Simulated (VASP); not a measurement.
# Cu3Pt (P4/mmm) in VASP: further runs, part 2 of 2

VASP 6.6.1. The steps go on from the part before.

## (3) Electric field gradients, LDA (zz strain of +2 %)

Input file INCAR:

```
PREC = Accurate ; ENCUT = 520
EDIFF = 1E-8 ; ISMEAR = -1
SIGMA = 0.05 ; LREAL = F
LASPH = T ; NELM = 100
ALGO = Normal ; ISIF = 2
LWAVE = F ; LCHARG = F
GGA = CA ; LEFG = T
NBANDS = 30
```

Input file KPOINTS:

```
regular mesh
0
Gamma
  9 9 9
```

Input file POSCAR:

```
Cu3Pt
1.0
    3.7100000000      0.0000000000      0.0000000000
    0.0000000000      3.7100000000      0.0000000000
    0.0000000000      0.0000000000      3.7842000000
Cu Pt
3 1
Direct
    0.0000000000      0.5000000000      0.5000000000
    0.5000000000      0.0000000000      0.5000000000
    0.5000000000      0.5000000000      0.0000000000
    0.0000000000      0.0000000000      0.0000000000
```

Potentials or basis: VASP PAW LDA potentials, release 64 (Cu, Pt).

Run with:

```console
$ cat potpaw_LDA.64/Cu/POTCAR potpaw_LDA.64/Pt/POTCAR > POTCAR
$ mpirun -np 1 vasp_std > vasp.out
```

OUTCAR:

```text
PREC = Accurate
   ENCUT = 520
   EDIFF = 1E-8
   ISMEAR = -1
   LREAL = F
   LASPH = T
   NELM = 100
   ISIF = 2
   GGA = CA

 ion  position               nearest neighbor table
   1  0.000  0.500  0.500-   2 2.62   2 2.62   2 2.62   2 2.62   4 2.65   3 2.65   4 2.65   4 2.65
                             4 2.65   3 2.65   3 2.65   3 2.65
   2  0.500  0.000  0.500-   1 2.62   1 2.62   1 2.62   1 2.62   4 2.65   3 2.65   3 2.65   3 2.65
                             4 2.65   4 2.65   4 2.65   3 2.65
   3  0.500  0.500  0.000-   4 2.62   4 2.62   4 2.62   4 2.62   2 2.65   2 2.65   2 2.65   2 2.65
                             1 2.65   1 2.65   1 2.65   1 2.65
   4  0.000  0.000  0.000-   3 2.62   3 2.62   3 2.62   3 2.62   2 2.65   1 2.65   2 2.65   1 2.65
                             2 2.65   1 2.65   2 2.65   1 2.65

  LATTYP: Found a simple tetragonal cell.
 ALAT       =     3.7100000000
 C/A-ratio  =     1.0200000000

  Lattice vectors:
[... 1004 lines left out ...]
 -----------------------------------------------------------------------------------
      0.00000      1.85500      1.89210         0.000000      0.000000      0.000000
      1.85500      0.00000      1.89210         0.000000      0.000000      0.000000
      1.85500      1.85500      0.00000         0.000000      0.000000      0.000000
      0.00000      0.00000      0.00000         0.000000      0.000000      0.000000
 -----------------------------------------------------------------------------------
    total drift:                                0.000000      0.000000      0.000000

  FREE ENERGIE OF THE ION-ELECTRON SYSTEM (eV)
  ---------------------------------------------------
  free  energy   TOTEN  =       -21.9533943803 eV

  energy  without entropy=      -21.9395682276  energy(sigma->0) =      -21.94648130

 Electric field gradients (V/A^2)
---------------------------------------------------------------------
 ion       V_xx      V_yy      V_zz      V_xy      V_xz      V_yz
---------------------------------------------------------------------
   1      26.547   -12.767   -13.780     0.000     0.000     0.000
   2     -12.767    26.547   -13.780     0.000     0.000     0.000
   3     -14.120   -14.120    28.239     0.000    -0.000     0.000
   4      -0.661    -0.661     1.323     0.000    -0.000     0.000
---------------------------------------------------------------------

 Electric field gradients after diagonalization (V/A^2)
 (convention: |V_zz| > |V_xx| > |V_yy|)
----------------------------------------------------------------------
 ion       V_xx      V_yy      V_zz     asymmetry (V_yy - V_xx)/ V_zz
----------------------------------------------------------------------
   1     -13.780   -12.767    26.547       0.038
   2     -13.780   -12.767    26.547       0.038
   3     -14.120   -14.120    28.239       0.000
   4      -0.661    -0.661     1.323       0.000
----------------------------------------------------------------------

           NMR quadrupolar parameters

 Cq : quadrupolar parameter    Cq=e*Q*V_zz/h
 eta: asymmetry parameters     (V_yy - V_xx)/ V_zz
 Q  : nuclear electric quadrupole moment in mb (millibarn)
----------------------------------------------------------------------
 ion       Cq(MHz)       eta       Q (mb)
----------------------------------------------------------------------
   1       0.064       0.038       1.000
   2       0.064       0.038       1.000
   3       0.068       0.000       1.000
   4       0.003       0.000       1.000
----------------------------------------------------------------------
```

stdout:

```text
POSCAR found type information on POSCAR CuPt
 POSCAR found :  2 types and       4 ions
 scaLAPACK will be used
 LDA part: xc-table for (Slater(with rela. corr.)+CA(PZ))
 , standard interpolation
 POSCAR, INCAR and KPOINTS ok, starting setup
 FFT: planning ... GRIDC
 FFT: planning ... GRID_SOFT
 FFT: planning ... GRID
 WAVECAR not read
 entering main loop
ion   1

ion   2

ion   3

ion   4
```

Run time: 2.7 min. Hardware: 1 thread of Intel Xeon 8259CL, shared host; peak memory 0.22 GiB.

What came out:

- Free energy: -21.9534 eV
- Pressure: -14.2 GPa
- Band gap on the k mesh: zero (an odd number of electrons rules out a gap without spin polarisation)
- Largest electric field gradient by atom: Cu +26.5, +28.2 (each value once); Pt +1.3 V/Å²

Stress tensor (GPa, compression positive):
```
-13.80   0.00   0.00
  0.00 -13.80   0.00
  0.00   0.00 -15.02
```

Electric field gradients, principal values (V/Å²):
```csv
atom,least,middle,greatest (by size)
1 Cu,-12.767,-13.780,26.547
2 Cu,-12.767,-13.780,26.547
3 Cu,-14.120,-14.120,28.239
4 Pt,-0.661,-0.661,1.323
```

Caveat: the cell differs from its parent crystal (zz strain of +2 %); the cell stands under tension; without QUAD_EFG the Cq values of the log hold for a quadrupole moment of 1 mb, not for the nuclei; spin-orbit coupling is left out, which moves the levels of the heavy elements.

## (4) Electric field gradients, LDA (zz strain of +2 %)

Input file INCAR:

```
ALGO = Normal
EDIFF = 1E-8
ENCUT = 520
ISIF = 2
ISMEAR = -1
LASPH = T
LCHARG = F
LEFG = T
LREAL = F
LWAVE = F
NBANDS = 30
NELM = 60
PREC = Accurate
SIGMA = 0.05
```

Input file KPOINTS:

```
k-points
0
Gamma
  9 9 9
```

POSCAR is that of step 3.

Potentials or basis: VASP PAW LDA potentials, release 64 (Cu, Pt).

Run with:

```console
$ cat potpaw_LDA.64/Cu/POTCAR potpaw_LDA.64/Pt/POTCAR > POTCAR
$ mpirun -np 1 vasp_std > vasp.out
```

OUTCAR:

```text
EDIFF = 1E-8
   ENCUT = 520
   ISIF = 2
   ISMEAR = -1
   LASPH = T
   LREAL = F
   NELM = 60
   PREC = Accurate

 ion  position               nearest neighbor table
   1  0.000  0.500  0.500-   2 2.62   2 2.62   2 2.62   2 2.62   4 2.65   3 2.65   4 2.65   4 2.65
                             4 2.65   3 2.65   3 2.65   3 2.65
   2  0.500  0.000  0.500-   1 2.62   1 2.62   1 2.62   1 2.62   4 2.65   3 2.65   3 2.65   3 2.65
                             4 2.65   4 2.65   4 2.65   3 2.65
   3  0.500  0.500  0.000-   4 2.62   4 2.62   4 2.62   4 2.62   2 2.65   2 2.65   2 2.65   2 2.65
                             1 2.65   1 2.65   1 2.65   1 2.65
   4  0.000  0.000  0.000-   3 2.62   3 2.62   3 2.62   3 2.62   2 2.65   1 2.65   2 2.65   1 2.65
                             2 2.65   1 2.65   2 2.65   1 2.65

  LATTYP: Found a simple tetragonal cell.
 ALAT       =     3.7100000000
[... 1026 lines left out ...]
   2     -12.767    26.547   -13.780     0.000     0.000     0.000
   3     -14.120   -14.120    28.239     0.000    -0.000     0.000
   4      -0.661    -0.661     1.323     0.000    -0.000     0.000
---------------------------------------------------------------------

 Electric field gradients after diagonalization (V/A^2)
 (convention: |V_zz| > |V_xx| > |V_yy|)
----------------------------------------------------------------------
 ion       V_xx      V_yy      V_zz     asymmetry (V_yy - V_xx)/ V_zz
----------------------------------------------------------------------
   1     -13.780   -12.767    26.547       0.038
   2     -13.780   -12.767    26.547       0.038
   3     -14.120   -14.120    28.239       0.000
   4      -0.661    -0.661     1.323       0.000
----------------------------------------------------------------------

           NMR quadrupolar parameters

 Cq : quadrupolar parameter    Cq=e*Q*V_zz/h
 eta: asymmetry parameters     (V_yy - V_xx)/ V_zz
 Q  : nuclear electric quadrupole moment in mb (millibarn)
----------------------------------------------------------------------
 ion       Cq(MHz)       eta       Q (mb)
----------------------------------------------------------------------
   1       0.064       0.038       1.000
   2       0.064       0.038       1.000
   3       0.068       0.000       1.000
   4       0.003       0.000       1.000
----------------------------------------------------------------------
```

OSZICAR:

```text
N       E                     dE             d eps       ncg     rms          rms(c)
DAV:   1     0.343507313495E+03    0.34351E+03   -0.19029E+04  4788   0.230E+03
DAV:   2     0.989324487386E+01   -0.33361E+03   -0.31512E+03  4530   0.401E+02
DAV:   3    -0.243218287920E+02   -0.34215E+02   -0.32178E+02  5062   0.160E+02
DAV:   4    -0.253180395693E+02   -0.99621E+00   -0.99242E+00  6290   0.342E+01
DAV:   5    -0.253344660150E+02   -0.16426E-01   -0.16424E-01  6794   0.330E+00    0.180E+01
DAV:   6    -0.253120896226E+02    0.22376E-01   -0.34652E+01  5058   0.161E+02    0.123E+01
DAV:   7    -0.220336801406E+02    0.32784E+01   -0.15168E+01  5832   0.928E+01    0.333E+00
DAV:   8    -0.219759463722E+02    0.57734E-01   -0.62729E-01  6268   0.745E+00    0.175E+00
DAV:   9    -0.219580873356E+02    0.17859E-01   -0.61416E-02  6660   0.568E+00    0.600E-01
DAV:  10    -0.219551377340E+02    0.29496E-02   -0.11667E-02  6324   0.478E+00    0.369E-01
DAV:  11    -0.219535097784E+02    0.16280E-02   -0.57226E-03  6812   0.118E+00    0.103E-01
DAV:  12    -0.219534935763E+02    0.16202E-04   -0.77913E-04  7276   0.659E-01    0.101E-01
DAV:  13    -0.219533954072E+02    0.98169E-04   -0.40178E-04  6372   0.455E-01    0.117E-02
DAV:  14    -0.219533956265E+02   -0.21921E-06   -0.19137E-05  6790   0.648E-02    0.972E-03
DAV:  15    -0.219533944818E+02    0.11446E-05   -0.74442E-06  6476   0.390E-02    0.310E-03
DAV:  16    -0.219533943811E+02    0.10073E-06   -0.40200E-07  6380   0.159E-02    0.625E-04
DAV:  17    -0.219533943803E+02    0.78489E-09   -0.28384E-08  4156   0.198E-03
   1 F= -.21953394E+02 E0= -.21946481E+02  d E =-.138262E-01
```

It took 2.9 min on 1 thread of Intel Xeon 8259CL, shared host; peak memory 0.22 GiB.

What came out:

| Property | Result |
| --- | --- |
| Free energy | -21.9534 eV |
| Pressure | -14.2 GPa |
| Band gap on the k mesh | zero (an odd number of electrons rules out a gap without spin polarisation) |
| Largest electric field gradient by atom | Cu +26.5, +28.2 (each value once); Pt +1.3 V/Å² |

Stress tensor (GPa, compression positive):
```
-13.80   0.00   0.00
  0.00 -13.80   0.00
  0.00   0.00 -15.02
```

Levels at points of the mesh, in eV from the Fermi level:
```
           k point  band 19  band 20  band 21  band 22  band 23  band 24
(0.00, 0.00, 0.00)    -0.17    -0.17    -0.07     1.66     2.04     2.04
```

Electric field gradients, principal values (V/Å²):
| atom | least | middle | greatest (by size) |
| --- | --- | --- | --- |
| 1 Cu | -12.767 | -13.780 | 26.547 |
| 2 Cu | -12.767 | -13.780 | 26.547 |
| 3 Cu | -14.120 | -14.120 | 28.239 |
| 4 Pt | -0.661 | -0.661 | 1.323 |

Caveat: the cell differs from its parent crystal (zz strain of +2 %); the cell stands under tension; without QUAD_EFG the Cq values of the log hold for a quadrupole moment of 1 mb, not for the nuclei; spin-orbit coupling is left out, which moves the levels of the heavy elements.
